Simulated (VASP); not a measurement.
# Br (I4/mmm) in VASP: further runs

The runs below take Br through single point, with PBE+D3(BJ).

Program: VASP 6.6.1. These are calculated values, not measurements. Logs are shortened: lines on timing, memory, paths and dates and some standing lists are left out, and cuts for length are marked.

## 1. The cell of the first run

The structure is tetragonal, space group I4/mmm (No. 139). Conventional cell: a = 2.986 Å, b = 2.986 Å, c = 6.424 Å, α = 90.00°, β = 90.00°, γ = 90.00°. Within 3.9 Å of Br (site symmetry 4/mmm) lie 12 Br at 2.99 to 3.84 Å.

## 2. Single point, PBE+D3(BJ)

File INCAR:

```
ALGO     = Normal         # electronic algorithm
EDIFF    = 1E-7           # SCF threshold, eV
ENCUT    = 520            # plane-wave cutoff, eV
GGA      = PE             # functional
ISIF     = 2              # what is computed and relaxed
ISMEAR   = 0              # smearing method
IVDW     = 12             # dispersion correction
LASPH    = T              # aspherical terms in the spheres
LCHARG   = T              # write CHGCAR
LELF     = T              # ELF
LREAL    = F              # projectors in reciprocal space
LVHAR    = T            
LWAVE    = F              # write WAVECAR
NBANDS   = 10             # bands
NELM     = 80             # most SCF steps
PREC     = Accurate       # precision mode
SIGMA    = 0.15           # smearing width, eV
```

File KPOINTS:

```
k-points
0
Gamma
  22 22 22
```

File POSCAR:

```
Br
1.0
   -1.4927500000      1.4927500000      3.2121000000
    1.4927500000     -1.4927500000      3.2121000000
    1.4927500000      1.4927500000     -3.2121000000
Br
1
Direct
    0.0000000000      0.0000000000      0.0000000000
```

Potentials or basis: VASP PAW PBE potentials, release 64 (Br).

Run with:

```sh
$ cat potpaw_PBE.64/Br/POTCAR > POTCAR
$ mpirun -np 1 vasp_std > vasp.out
```

OUTCAR:

```text
EDIFF = 1E-7
   ENCUT = 520
   GGA = PE
   ISIF = 2
   ISMEAR = 0
   IVDW = 12
   LASPH = T
   LREAL = F
   NELM = 80
   PREC = Accurate
 IVDW          = 12

 ion  position               nearest neighbor table
   1  0.000  0.000  0.000-

  LATTYP: Found a body centered tetragonal cell.
 ALAT       =     2.9855000000
 C/A-ratio  =     2.1518003684

  Lattice vectors:

 A1 = (  -1.4927500000,   1.4927500000,   3.2121000000)
 A2 = (   1.4927500000,  -1.4927500000,   3.2121000000)
 A3 = (   1.4927500000,   1.4927500000,  -3.2121000000)

Analysis of symmetry for initial positions (statically):
=====================================================================
 Subroutine PRICEL returns:
 Original cell was already a primitive cell.

 Routine SETGRP: Setting up the symmetry group for a
 body centered tetragonal supercell.

 Subroutine GETGRP returns: Found 16 space group operations
 (whereof 16 operations were pure point group operations)
 out of a pool of 16 trial point group operations.

The static configuration has the point symmetry D_4h.

Analysis of symmetry for dynamics (positions and initial velocities):
=====================================================================
 Subroutine PRICEL returns:
 Original cell was already a primitive cell.

 Routine SETGRP: Setting up the symmetry group for a
 body centered tetragonal supercell.

 Subroutine GETGRP returns: Found 16 space group operations
 (whereof 16 operations were pure point group operations)
 out of a pool of 16 trial point group operations.

The dynamic configuration has the point symmetry D_4h.

 Subroutine INISYM returns: Found 16 space group operations
 (whereof 16 operations are pure point group operations),
 and found     1 'primitive' translations

----------------------------------------------------------------------------------------

                                     Primitive cell

  volume of cell :      28.6301

  direct lattice vectors                    reciprocal lattice vectors
    -1.492750000  1.492750000  3.212100000     0.000000000  0.334952269  0.155661405
     1.492750000 -1.492750000  3.212100000     0.334952269  0.000000000  0.155661405
     1.492750000  1.492750000 -3.212100000     0.334952269  0.334952269  0.000000000

  length of vectors
     3.843721053  3.843721053  3.843721053     0.369355514  0.369355514  0.473694042

  position of ions in fractional coordinates (direct lattice)
     0.000000000  0.000000000  0.000000000

  ion indices of the primitive-cell ions
   primitive index   ion index
                 1           1

----------------------------------------------------------------------------------------

 KPOINTS: k-points

Automatic generation of k-mesh.
 Grid dimensions read from file:
 generate k-points for:   22   22   22

 Generating k-lattice:

  Cartesian coordinates                     Fractional coordinates (reciprocal lattice)
     0.000000000  0.015225103  0.007075518     0.045454545  0.000000000  0.000000000
     0.015225103  0.000000000  0.007075518     0.000000000  0.045454545  0.000000000
     0.015225103  0.015225103  0.000000000     0.000000000  0.000000000  0.045454545

  Length of vectors
     0.016788887  0.016788887  0.021531547

  Shift w.r.t. Gamma in fractional coordinates (k-lattice)
     0.000000000  0.000000000  0.000000000

 Subroutine IBZKPT returns following result:
 ===========================================

 Found    834 irreducible k-points:

 Following reciprocal coordinates:
            Coordinates               Weight
  0.000000  0.000000  0.000000      1.000000
  0.045455 -0.000000  0.000000      8.000000
  0.090909 -0.000000  0.000000      8.000000
  0.136364  0.000000  0.000000      8.000000
  0.181818 -0.000000  0.000000      8.000000
  0.227273  0.000000 -0.000000      8.000000
[... 16 lines left out ...]
  0.500000  0.045455  0.000000     16.000000
 -0.454545  0.045455  0.000000     16.000000
 [... further k-points ...]
   k-points           NKPTS =    834   k-points in BZ     NKDIM =    834   number of bands    NBANDS=     10
   number of dos      NEDOS =    301   number of ions     NIONS =      1
   total plane-waves  NPLWV =  27000
   dimension x,y,z NGX =    30 NGY =   30 NGZ =   30
   dimension x,y,z NGXF=    60 NGYF=   60 NGZF=   60
   ions per type =               1
   NGX,Y,Z   is equivalent  to a cutoff of  12.98, 12.98, 12.98 a.u.
   NGXF,Y,Z  is equivalent  to a cutoff of  25.95, 25.95, 25.95 a.u.
 SYSTEM =  unknown system
   PREC   = accura    normal or accurate (medium, high low for compatibility)
   ISTART =      0    job   : 0-new  1-cont  2-samecut
   ICHARG =      2    charge: 1-file 2-atom 10-const
   ISPIN  =      1    spin polarized calculation?
   LNONCOLLINEAR =      F non collinear calculations
   LSORBIT =      F    spin-orbit coupling
   LASPH  =      T    aspherical Exc in radial PAW
   ENCUT  =  520.0 eV  38.22 Ry    6.18 a.u.   7.15  7.15  7.15*2*pi/ulx,y,z
   NELM   =     80;   NELMIN=  2; NELMDL= -5     # of ELM steps
   EDIFF  = 0.1E-06   stopping-criterion for ELM
   LREAL  =      F    real-space projection
   EDIFFG = 0.1E-05   stopping-criterion for IOM
   NSW    =      0    number of steps for IOM
   IBRION =     -1    ionic relax: 0-MD 1-quasi-New 2-CG
   NFREE  =      0    steps in history (QN), initial steepest desc. (CG)
   ISIF   =      2    stress and relaxation
   ISYM   =      2    0-nonsym 1-usesym 2-fastsym
   POTIM  = 0.5000    time-step for ionic-motion
   TEBEG  =    0.0;   TEEND  =   0.0 temperature during run
   PSTRESS=    0.0 pullay stress
   NELECT =       7.0000    total number of electrons
   NUPDOWN=      -1.0000    fix difference up-down
   EMIN   =  10.00;   EMAX   =-10.00  energy-range for DOS
   EFERMI =   0.00;   METHOD = LEGACY
   ISMEAR =     0;   SIGMA  =   0.15  broadening in eV -4-tet -1-fermi 0-gaus
   EFERMI_NEDOS =   21; number of points for ismear=-14 and -15
   IALGO  =     38    algorithm
   IMIX   =      4    mixing-type and parameters
     AMIX     =   0.40;   BMIX     =  1.00
     AMIX_MAG =   1.60;   BMIX_MAG =  1.00
  volume/ion in A,a.u.               =      28.63       193.21
  Fermi-wavevector in a.u.,A,eV,Ry     =   1.023685  1.934485 14.257973  1.047931
  Thomas-Fermi vector in A             =   2.157432
   LORBIT       =      0    0 simple, 1 ext, 2 COOP (PROOUT), +10 PAW based schemes
   GGA     = PE    functional components
   LHFCALC =     F    Hartree Fock is set to
   AEXX    =    0.0000 exact exchange contribution
   IVDW    =    12    specifies the selected vdW correction
   LEPSILON=     F    determine dielectric tensor
   LRPA    =     F    only Hartree local field effects (RPA)
 non-spin polarized calculation
 Gauss-broadening in eV      SIGMA  =   0.15
  energy-cutoff  :      520.00
  volume of cell :       28.63
 maximum number of plane-waves:       784
 NGX is ok and might be reduce to    30
   NGX = 15   NGY = 15   NGZ = 15

 number of electron       7.0000000 magnetization

 Free energy of the ion-electron system (eV)
  ---------------------------------------------------
  ext. energy  EPLUGINS =         0.00000000
  ---------------------------------------------------
  free energy    TOTEN  =        -1.36037278 eV

  energy without entropy =       -1.35419607  energy(sigma->0) =       -1.35728442

 E-fermi :   1.1046     XC(G=0):  -8.8209

 val. band max:        1.1026551749   @ k =  -0.2727  -0.3182   0.2273
 cond. band min:       1.1091334672   @ k =  -0.3182   0.4545   0.1818
 fundamental gap:      0.0064782923
 Fermi energy:         1.1045861895

 k-point     1 :       0.0000    0.0000    0.0000
  band No.  band energies     occupation
      1     -14.4095      2.00000
      2       0.1849      2.00000
      3       1.9702      0.00000
      4       1.9702      0.00000
      5       7.7438      0.00000
      6      11.5131      0.00000
      7      11.9976      0.00000
      8      16.0026      0.00000
      9      16.0026      0.00000
     10      17.6370      0.00000

 k-point     2 :       0.0455   -0.0000    0.0000
  band No.  band energies     occupation
      1     -14.3872      2.00000
      2       0.1679      2.00000
      3       1.7906      0.00000
      4       1.9802      0.00000
      5       7.8527      0.00000
      6      11.6149      0.00000
      7      12.0953      0.00000
      8      15.4208      0.00000
      9      16.0454      0.00000
     10      17.9869      0.00000

 k-point     3 :       0.0909   -0.0000    0.0000
  band No.  band energies     occupation
      1     -14.3212      2.00000
      2       0.1151      2.00000
      3       1.3142      0.04817
      4       2.0096      0.00000
      5       8.1367      0.00000
      6      11.7672      0.00000
      7      12.4997      0.00000
      8      14.4818      0.00000
      9      16.1723      0.00000
     10      18.3643      0.00000

 k-point     4 :       0.1364    0.0000    0.0000
  band No.  band energies     occupation
      1     -14.2141      2.00000
      2       0.0043      2.00000
      3       0.6876      1.99992
      4       2.0568      0.00000
      5       8.5116      0.00000
      6      11.8622      0.00000
      7      13.0280      0.00000
      8      13.8549      0.00000
      9      16.3771      0.00000
     10      18.7195      0.00000
[... 222 lines left out ...]
 k-point    22 :       0.4545    0.0455    0.0000
  band No.  band energies     occupation
      1     -13.0446      2.00000
      2      -3.6675      2.00000
      3      -0.2304      2.00000
      4       2.3546      0.00000
      5       8.2172      0.00000
      6      12.9063      0.00000
      7      14.5543      0.00000
      8      15.8676      0.00000
      9      18.3519      0.00000
     10      18.8525      0.00000

 k-point    23 :       0.5000    0.0455    0.0000
  band No.  band energies     occupation
      1     -13.0156      2.00000
      2      -3.7479      2.00000
      3      -0.2057      2.00000
      4       2.3722      0.00000
      5       8.1603      0.00000
      6      12.9993      0.00000
      7      14.4565      0.00000
      8      15.8421      0.00000
      9      18.3884      0.00000
     10      18.7445      0.00000

 k-point    24 :      -0.4545    0.0455    0.0000
  band No.  band energies     occupation
      1     -13.0583      2.00000
      2      -3.6444      2.00000
      3      -0.1691      2.00000
      4       2.3638      0.00000
      5       8.2199      0.00000
      6      12.9647      0.00000
      7      14.2909      0.00000
      8      15.5459      0.00000
      9      18.2364      0.00000
     10      19.1255      0.00000

 [... further k-points ...]

------------------------ aborting loop because EDIFF is reached ----------------------------------------

 Edisp (eV)   -0.25729

 E8    (eV) :    -0.1028

  FORCE on cell =-STRESS in cart. coord.  units (eV):
  Direction    XX          YY          ZZ          XY          YZ          ZX
  --------------------------------------------------------------------------------------
  -------------------------------------------------------------------------------------
  Total      -1.06992    -1.06992     0.44861     0.00000    -0.00000     0.00000
  in kB     -59.87402   -59.87402    25.10484     0.00000    -0.00000     0.00000
  external pressure =      -31.55 kB  Pullay stress =        0.00 kB

 VOLUME and BASIS-vectors are now :
 -----------------------------------------------------------------------------
  energy-cutoff  :      520.00
  volume of cell :       28.63
      direct lattice vectors                 reciprocal lattice vectors
    -1.492750000  1.492750000  3.212100000     0.000000000  0.334952269  0.155661405
     1.492750000 -1.492750000  3.212100000     0.334952269  0.000000000  0.155661405
     1.492750000  1.492750000 -3.212100000     0.334952269  0.334952269  0.000000000

 POSITION                                       TOTAL-FORCE (eV/Angst)
 -----------------------------------------------------------------------------------
      0.00000      0.00000      0.00000         0.000000     -0.000000      0.000000
 -----------------------------------------------------------------------------------
    total drift:                                0.000000     -0.000000     -0.000000

  FREE ENERGIE OF THE ION-ELECTRON SYSTEM (eV)
  ---------------------------------------------------
  free  energy   TOTEN  =        -1.6176607371 eV

  energy  without entropy=       -1.6114840256  energy(sigma->0) =       -1.61457238
```

It took 4.3 min on 1 thread of Intel Xeon Platinum 8259CL at 2.50GHz (Skylake/Cascade Lake), shared host; peak memory 0.35 GiB.

Results:

```yaml
Free_energy: -1.6177 eV
Pressure: -3.2 GPa
Band_gap_on_the_k_mesh: zero (an odd number of electrons rules out a gap without spin polarisation)
Dispersion_energy_per_atom: -0.257 eV
```

Caveat: the stress differs along the axes, from -6 to 3 GPa; an odd number of electrons without spin polarisation forces a metal; a magnetic or distorted state may lie lower.

## 3. Single point, PBE+D3(BJ)

This run uses another cell than the first one, of 29.11 Å³/atom.

File INCAR:

```
PREC = Accurate
ENCUT = 520
EDIFF = 1E-6
ISMEAR = 0
SIGMA = 0.15
LREAL = False
LASPH = True
NELM = 60
ALGO = Normal
ISIF = 2
LWAVE = False
LCHARG = False
GGA = PE
IVDW = 12
NBANDS = 10
```

File KPOINTS:

```
Automatic mesh
0
Gamma
  22 22 22
```

File POSCAR:

```
Br
1.0
   -1.3979500000      1.3979500000      3.7237500000
    1.3979500000     -1.3979500000      3.7237500000
    1.3979500000      1.3979500000     -3.7237500000
Br
1
Direct
    0.0000000000      0.0000000000      0.0000000000
```

Potentials or basis: VASP PAW PBE potentials, release 64 (Br).

Run with:

```sh
$ cat potpaw_PBE.64/Br/POTCAR > POTCAR
$ mpirun -np 1 vasp_std > vasp.out
```

Run time: 2.8 min. Hardware: 1 thread of Intel Xeon Platinum 8259CL at 2.50GHz (Skylake/Cascade Lake), shared host; peak memory 0.37 GiB.

It converged, with:

```yaml
Free_energy: -1.6853 eV
Pressure: 1.7 GPa
Band_gap_on_the_k_mesh: zero (an odd number of electrons rules out a gap without spin polarisation)
Dispersion_energy_per_atom: -0.246 eV
```

Stress tensor (GPa, compression positive):
```
 2.89  0.00  0.00
 0.00  2.89  0.00
 0.00  0.00 -0.70
```

Levels at points of the mesh, in eV from the Fermi level:
| k point | band 1 | band 2 | band 3 | band 4 | band 5 | band 6 | band 7 | band 8 | band 9 |
| --- | --- | --- | --- | --- | --- | --- | --- | --- | --- |
| (0.00, 0.00, 0.00) | -16.68 | -2.89 | 0.96 | 0.96 | 4.91 | 9.59 | 10.25 | 16.23 | 16.23 |
| (0.50, 0.00, 0.00) | -14.87 | -6.32 | -2.16 | 1.99 | 6.06 | 12.11 | 12.25 | 13.78 | 15.19 |
| (0.50, 0.50, 0.00) | -13.18 | -4.83 | -4.62 | -0.74 | 5.12 | 8.30 | 11.85 | 13.54 | 14.19 |
| (0.50, 0.50, 0.50) | -16.50 | -4.72 | 0.84 | 0.84 | 9.20 | 9.53 | 10.91 | 15.60 | 18.79 |

Caveat: an odd number of electrons without spin polarisation forces a metal; a magnetic or distorted state may lie lower.

(Part 1 of 2 ends here.)
